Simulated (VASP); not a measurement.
# MoS2 (P6_3/mmc) in VASP: a series of runs

The runs below take MoS2 through single point, with PBEsol.

Program: VASP 6.6.1. These are calculated values, not measurements. Logs are shortened: lines on timing, memory, paths and dates and some standing lists are left out, and cuts for length are marked.

## Step 1: The cell of the first run

It takes space group P6_3/mmc (No. 194, hexagonal). Conventional cell: a = 3.104 Å, b = 3.104 Å, c = 12.072 Å, α = 90.00°, β = 90.00°, γ = 120.00°. Within 3.1 Å of Mo (site symmetry -6m2) lie 6 S at 2.36 Å. Within 3.1 Å of S (site symmetry 3m) lie 3 Mo at 2.36 Å and 1 S at 3.07 Å.

## Step 2: Single point, PBEsol (volume scaled by 0.94)

File INCAR:

```
SYSTEM = MoS2
PREC = Accurate ; ENCUT = 520
EDIFF = 1E-6 ; ISMEAR = -1
SIGMA = 0.05 ; LREAL = .FALSE.
LASPH = .TRUE. ; NELM = 60
ALGO = Normal ; ISIF = 2
LWAVE = .FALSE. ; LCHARG = .FALSE.
GGA = PS ; NBANDS = 35
```

File KPOINTS:

```
regular mesh
0
G
  10 10 3
  0 0 0
```

File POSCAR:

```
MoS2
1.0
    3.1043083785      0.0000000000      0.0000000000
   -1.5521541893      2.6884099170      0.0000000000
    0.0000000000      0.0000000000     12.0724192038
Mo S
2 4
Direct
    0.6666666667      0.3333333333      0.7500000000
    0.3333333333      0.6666666667      0.2500000000
    0.6666666667      0.3333333333      0.3770000000
    0.3333333333      0.6666666667      0.8770000000
    0.6666666667      0.3333333333      0.1230000000
    0.3333333333      0.6666666667      0.6230000000
```

Potentials or basis: VASP PAW PBE potentials, release 64 (Mo_sv, S).

Run with:

```sh
$ cat potpaw_PBE.64/Mo_sv/POTCAR potpaw_PBE.64/S/POTCAR > POTCAR
$ mpirun -np 1 vasp_std > vasp.out
```

OUTCAR:

```text
SYSTEM = MoS2
   PREC = Accurate
   ENCUT = 520
   EDIFF = 1E-6
   ISMEAR = -1
   LREAL = .FALSE.
   LASPH = .TRUE.
   NELM = 60
   ISIF = 2
   GGA = PS

 ion  position               nearest neighbor table
   1  0.667  0.333  0.750-   4 2.36   6 2.36   4 2.36   6 2.36   4 2.36   6 2.36
   2  0.333  0.667  0.250-   3 2.36   5 2.36   3 2.36   5 2.36   3 2.36   5 2.36
   3  0.667  0.333  0.377-   2 2.36   2 2.36   2 2.36
   4  0.333  0.667  0.877-   1 2.36   1 2.36   1 2.36
   5  0.667  0.333  0.123-   2 2.36   2 2.36   2 2.36
   6  0.333  0.667  0.623-   1 2.36   1 2.36   1 2.36

  LATTYP: Found a hexagonal cell.
 ALAT       =     3.1043083785
 C/A-ratio  =     3.8889239508

  Lattice vectors:

 A1 = (   3.1043083785,   0.0000000000,   0.0000000000)
 A2 = (  -1.5521541893,   2.6884099170,   0.0000000000)
 A3 = (   0.0000000000,   0.0000000000,  12.0724192038)

Analysis of symmetry for initial positions (statically):
=====================================================================
 Subroutine PRICEL returns:
 Original cell was already a primitive cell.

 Routine SETGRP: Setting up the symmetry group for a
 hexagonal supercell.

 Subroutine GETGRP returns: Found 24 space group operations
 (whereof 12 operations were pure point group operations)
 out of a pool of 24 trial point group operations.

The static configuration has the point symmetry D_3d.
 The point group associated with its full space group is D_6h.

Analysis of symmetry for dynamics (positions and initial velocities):
=====================================================================
 Subroutine PRICEL returns:
 Original cell was already a primitive cell.

 Routine SETGRP: Setting up the symmetry group for a
 hexagonal supercell.

 Subroutine GETGRP returns: Found 24 space group operations
 (whereof 12 operations were pure point group operations)
 out of a pool of 24 trial point group operations.

The dynamic configuration has the point symmetry D_3d.
 The point group associated with its full space group is D_6h.

 Subroutine INISYM returns: Found 24 space group operations
 (whereof 12 operations are pure point group operations),
 and found     1 'primitive' translations

----------------------------------------------------------------------------------------

                                     Primitive cell

  volume of cell :     100.7522

  direct lattice vectors                    reciprocal lattice vectors
     3.104308378  0.000000000  0.000000000     0.322132945  0.185983542  0.000000000
    -1.552154189  2.688409917  0.000000000     0.000000000  0.371967085  0.000000000
     0.000000000  0.000000000 12.072419204     0.000000000  0.000000000  0.082833439

  length of vectors
     3.104308378  3.104308379 12.072419204     0.371967085  0.371967085  0.082833439

  position of ions in fractional coordinates (direct lattice)
     0.666666667  0.333333333  0.750000000
     0.333333333  0.666666667  0.250000000
     0.666666667  0.333333333  0.377000000
     0.333333333  0.666666667  0.877000000
     0.666666667  0.333333333  0.123000000
     0.333333333  0.666666667  0.623000000

  ion indices of the primitive-cell ions
   primitive index   ion index
                 1           1
                 2           2
                 3           3
                 4           4
                 5           5
                 6           6

----------------------------------------------------------------------------------------

 KPOINTS: regular mesh

Automatic generation of k-mesh.
 Grid dimensions read from file:
 generate k-points for:   10   10    3

 Generating k-lattice:

  Cartesian coordinates                     Fractional coordinates (reciprocal lattice)
     0.032213294  0.018598354  0.000000000     0.100000000 -0.000000000  0.000000000
     0.000000000  0.037196708  0.000000000     0.000000000  0.100000000  0.000000000
     0.000000000  0.000000000  0.027611146     0.000000000  0.000000000  0.333333333

  Length of vectors
     0.037196708  0.037196708  0.027611146

  Shift w.r.t. Gamma in fractional coordinates (k-lattice)
     0.000000000  0.000000000  0.000000000

 Subroutine IBZKPT returns following result:
 ===========================================

 Found     28 irreducible k-points:

 Following reciprocal coordinates:
            Coordinates               Weight
  0.000000  0.000000  0.000000      1.000000
  0.100000  0.000000  0.000000      6.000000
  0.200000  0.000000  0.000000      6.000000
  0.300000  0.000000  0.000000      6.000000
  0.400000  0.000000  0.000000      6.000000
  0.500000  0.000000  0.000000      3.000000
[... 16 lines left out ...]
  0.300000  0.100000  0.333333     24.000000
  0.400000  0.100000  0.333333     24.000000
 [... further k-points ...]
   k-points           NKPTS =     28   k-points in BZ     NKDIM =     28   number of bands    NBANDS=     35
   number of dos      NEDOS =    301   number of ions     NIONS =      6
   total plane-waves  NPLWV =  51840
   dimension x,y,z NGX =    24 NGY =   24 NGZ =   90
   dimension x,y,z NGXF=    48 NGYF=   48 NGZF=  180
   ions per type =               2   4
   NGX,Y,Z   is equivalent  to a cutoff of  12.85, 12.85, 12.39 a.u.
   NGXF,Y,Z  is equivalent  to a cutoff of  25.71, 25.71, 24.79 a.u.
 SYSTEM =  MoS2
   PREC   = accura    normal or accurate (medium, high low for compatibility)
   ISTART =      0    job   : 0-new  1-cont  2-samecut
   ICHARG =      2    charge: 1-file 2-atom 10-const
   ISPIN  =      1    spin polarized calculation?
   LNONCOLLINEAR =      F non collinear calculations
   LSORBIT =      F    spin-orbit coupling
   LASPH  =      T    aspherical Exc in radial PAW
   ENCUT  =  520.0 eV  38.22 Ry    6.18 a.u.   5.77  5.77 22.45*2*pi/ulx,y,z
   NELM   =     60;   NELMIN=  2; NELMDL= -5     # of ELM steps
   EDIFF  = 0.1E-05   stopping-criterion for ELM
   LREAL  =      F    real-space projection
   EDIFFG = 0.1E-04   stopping-criterion for IOM
   NSW    =      0    number of steps for IOM
   IBRION =     -1    ionic relax: 0-MD 1-quasi-New 2-CG
   NFREE  =      0    steps in history (QN), initial steepest desc. (CG)
   ISIF   =      2    stress and relaxation
   ISYM   =      2    0-nonsym 1-usesym 2-fastsym
   POTIM  = 0.5000    time-step for ionic-motion
   TEBEG  =    0.0;   TEEND  =   0.0 temperature during run
   PSTRESS=    0.0 pullay stress
   NELECT =      52.0000    total number of electrons
   NUPDOWN=      -1.0000    fix difference up-down
   EMIN   =  10.00;   EMAX   =-10.00  energy-range for DOS
   EFERMI =   0.00;   METHOD = LEGACY
   ISMEAR =    -1;   SIGMA  =   0.05  broadening in eV -4-tet -1-fermi 0-gaus
   EFERMI_NEDOS =   21; number of points for ismear=-14 and -15
   IALGO  =     38    algorithm
   IMIX   =      4    mixing-type and parameters
     AMIX     =   0.40;   BMIX     =  1.00
     AMIX_MAG =   1.60;   BMIX_MAG =  1.00
  volume/ion in A,a.u.               =      16.79       113.32
  Fermi-wavevector in a.u.,A,eV,Ry     =   1.313180  2.481551 23.462468  1.724443
  Thomas-Fermi vector in A             =   2.443521
   LORBIT       =      0    0 simple, 1 ext, 2 COOP (PROOUT), +10 PAW based schemes
   GGA     = PS    functional components
   LHFCALC =     F    Hartree Fock is set to
   AEXX    =    0.0000 exact exchange contribution
   IVDW    =     0    specifies the selected vdW correction
   LEPSILON=     F    determine dielectric tensor
   LRPA    =     F    only Hartree local field effects (RPA)
 non-spin polarized calculation
  energy-cutoff  :      520.00
  volume of cell :      100.75
 maximum number of plane-waves:      2736
 NGX is ok and might be reduce to    24
   NGX = 11   NGY = 11   NGZ = 45

 number of electron      52.0000004 magnetization

 Free energy of the ion-electron system (eV)
  ---------------------------------------------------
  ext. energy  EPLUGINS =         0.00000000
  ---------------------------------------------------
  free energy    TOTEN  =       -46.80199854 eV

  energy without entropy =      -46.80199375  energy(sigma->0) =      -46.80199615

 E-fermi :   8.6641     XC(G=0): -11.3013

 val. band max:        8.2961990933   @ k =   0.0000   0.0000   0.0000
 cond. band min:       9.1262144130   @ k =   0.2000   0.2000   0.0000
 fundamental gap:      0.8300153198
 Fermi energy:         8.6640721931

 k-point     1 :       0.0000    0.0000    0.0000
  band No.  band energies     occupation
      1     -53.1386      2.00000
      2     -53.1386      2.00000
      3     -27.3925      2.00000
      4     -27.3923      2.00000
      5     -27.0858      2.00000
      6     -27.0858      2.00000
[... 27 lines left out ...]
     34      10.9381      0.00000
     35      13.9746      0.00000

 k-point     2 :       0.1000    0.0000    0.0000
  band No.  band energies     occupation
      1     -53.1335      2.00000
      2     -53.1335      2.00000
      3     -27.3826      2.00000
      4     -27.3824      2.00000
      5     -27.1350      2.00000
      6     -27.1349      2.00000
[... 27 lines left out ...]
     34      10.8226      0.00000
     35      14.7295      0.00000

 k-point     3 :       0.2000    0.0000    0.0000
  band No.  band energies     occupation
      1     -53.1200      2.00000
      2     -53.1200      2.00000
      3     -27.3566      2.00000
      4     -27.3565      2.00000
      5     -27.2619      2.00000
      6     -27.2619      2.00000
[... 27 lines left out ...]
     34      11.4650      0.00000
     35      15.8371      0.00000

 k-point     4 :       0.3000    0.0000    0.0000
  band No.  band energies     occupation
      1     -53.1034      2.00000
      2     -53.1034      2.00000
      3     -27.4154      2.00000
      4     -27.4154      2.00000
      5     -27.3244      2.00000
      6     -27.3243      2.00000
[... 27 lines left out ...]
     34      12.0316      0.00000
     35      15.4626      0.00000

 k-point     5 :       0.4000    0.0000    0.0000
  band No.  band energies     occupation
      1     -53.0898      2.00000
      2     -53.0898      2.00000
      3     -27.5372      2.00000
      4     -27.5371      2.00000
      5     -27.2982      2.00000
      6     -27.2981      2.00000
[... 638 lines left out ...]
 k-point    22 :       0.2000    0.1000    0.3333
  band No.  band energies     occupation
      1     -53.1091      2.00000
      2     -53.1091      2.00000
      3     -27.3509      2.00000
      4     -27.3509      2.00000
      5     -27.3355      2.00000
      6     -27.3355      2.00000
[... 27 lines left out ...]
     34      12.0397      0.00000
     35      16.0898      0.00000

 k-point    23 :       0.3000    0.1000    0.3333
  band No.  band energies     occupation
      1     -53.0940      2.00000
      2     -53.0940      2.00000
      3     -27.4795      2.00000
      4     -27.4795      2.00000
      5     -27.3063      2.00000
      6     -27.3063      2.00000
[... 27 lines left out ...]
     34      12.3603      0.00000
     35      15.0692      0.00000

 k-point    24 :       0.4000    0.1000    0.3333
  band No.  band energies     occupation
      1     -53.0847      2.00000
      2     -53.0846      2.00000
      3     -27.5577      2.00000
      4     -27.5577      2.00000
      5     -27.2881      2.00000
      6     -27.2881      2.00000
[... 27 lines left out ...]
     34      12.2210      0.00000
     35      14.1681      0.00000

 [... further k-points ...]
[... 5 lines left out ...]
  --------------------------------------------------------------------------------------
  -------------------------------------------------------------------------------------
  Total        4.1111841      4.1111841      5.4159775     -0.0000000      0.0000000      0.0000000
  in kB       65.3766792     65.3766792     86.1257038     -0.0000000      0.0000000      0.0000000
  external PRESSURE =      72.2930208 kB  Pullay stress =       0.0000000 kB

 VOLUME and BASIS-vectors are now :
 -----------------------------------------------------------------------------
  energy-cutoff  :      520.00
  volume of cell :      100.75
      direct lattice vectors                 reciprocal lattice vectors
     3.104308378  0.000000000  0.000000000     0.322132945  0.185983542  0.000000000
    -1.552154189  2.688409917  0.000000000     0.000000000  0.371967085  0.000000000
     0.000000000  0.000000000 12.072419204     0.000000000  0.000000000  0.082833439

 POSITION                                       TOTAL-FORCE (eV/Angst)
 -----------------------------------------------------------------------------------
      1.55215      0.89614      9.05431        -0.000000      0.000000     -0.000000
     -0.00000      1.79227      3.01810         0.000000     -0.000000     -0.000000
      1.55215      0.89614      4.55130        -0.000000     -0.000000      0.751816
     -0.00000      1.79227     10.58751         0.000000      0.000000      0.751816
      1.55215      0.89614      1.48491        -0.000000     -0.000000     -0.751816
     -0.00000      1.79227      7.52112        -0.000000      0.000000     -0.751816
 -----------------------------------------------------------------------------------
    total drift:                               -0.000000      0.000000     -0.000000

  FREE ENERGIE OF THE ION-ELECTRON SYSTEM (eV)
  ---------------------------------------------------
  free  energy   TOTEN  =       -46.8019985438 eV

  energy  without entropy=      -46.8019937537  energy(sigma->0) =      -46.80199615
```

Run time: 97 s. Hardware: 1 thread of Intel Xeon Platinum 8259CL at 2.50GHz (Skylake/Cascade Lake), shared host; peak memory 0.26 GiB.

What came out:

| Quantity | Value |
| --- | --- |
| Free energy | -46.8020 eV |
| Pressure | 7.2 GPa |
| Largest force | 0.752 eV/Å |
| Band gap on the k mesh | 0.83 eV, indirect (least direct gap 2.03 eV) |

Forces in eV/Å, atoms in the order of the input:
```
Mo   0.000  0.000  0.000
Mo   0.000  0.000  0.000
S    0.000  0.000  0.752
S    0.000  0.000  0.752
S    0.000  0.000 -0.752
S    0.000  0.000 -0.752
```

Levels at points of the mesh, in eV from the valence-band top:
| k point | band 22 | band 23 | band 24 | band 25 | band 26 | band 27 | band 28 | band 29 | band 30 | band 31 |
| --- | --- | --- | --- | --- | --- | --- | --- | --- | --- | --- |
| (0.00, 0.00, 0.00) | -2.32 | -2.32 | -1.41 | -1.23 | 0.00 | 2.19 | 2.19 | 2.21 | 2.21 | 2.44 |
| (0.50, 0.00, 0.00) | -2.65 | -1.82 | -1.59 | -1.58 | -1.45 | 1.70 | 1.75 | 2.09 | 2.42 | 2.91 |

Caveat: the PAW data sets were made with another functional, which shifts forces and pressure a little; this functional lacks dispersion, which binds the layers, so the pressure and a relaxed spacing across them are unreliable. A k mesh can miss the band edges.

[end of part 1 of 3]
